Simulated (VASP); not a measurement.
Crystal: NaF.

```
CELL_PARAMETERS angstrom
0.00000 2.57709 2.57709
2.57709 0.00000 2.57709
2.57709 2.57709 0.00000
ATOMIC_POSITIONS crystal
Na 0.00000 0.00000 0.00000
F 0.25000 0.25000 0.25000
```

- Program: VASP 6.6.1
- Task: relaxation of cell and atoms
- Functional: PBEsol
- Potentials or basis: VASP PAW PBE potentials, release 64 (Na_pv, F)
- Cutoff: 600 eV
- k mesh: 8 × 8 × 8
- Occupations: fermi-dirac, width 0.02 eV
- Spin: no spin polarisation

At the start: pressure -1.2 GPa; volume 17.12 Å³/atom.

Question: Where does the relaxation end?

Answer: Over 7 steps the energy falls by 2.5 meV/atom and the volume is 16.47 Å³/atom (-3.7 %); space group F-43m (No. 216, to 0.1 Å) before and after.

Step by step:
| step | energy change (eV) | largest force (eV/Å) | pressure (GPa) | volume (Å³) |
| --- | --- | --- | --- | --- |
| 1 | 0.0000 | 0.0000 | -1.19 | 34.23 |
| 2 | -0.0037 | 0.0000 | -0.62 | 33.60 |
| 3 | -0.0049 | 0.0000 | -0.21 | 33.17 |
| 4 | -0.0037 | 0.0000 | 0.75 | 32.31 |
| 5 | -0.0050 | 0.0000 | -0.06 | 32.97 |
| 6 | -0.0050 | 0.0000 | 0.11 | 32.90 |
| 7 | -0.0050 | 0.0000 | -0.05 | 32.95 |

Final structure:
```yaml
crystal:
  lattice:
    - [0.00000, 2.54449, 2.54449]
    - [2.54449, 0.00000, 2.54449]
    - [2.54449, 2.54449, 0.00000]
  atoms:
    - { symbol: Na, position: [0.00000, 0.00000, 0.00000] }
    - { symbol: F, position: [0.25000, 0.25000, 0.25000] }
```

Caveat: the PAW data sets were made with another functional, which shifts forces and pressure a little.
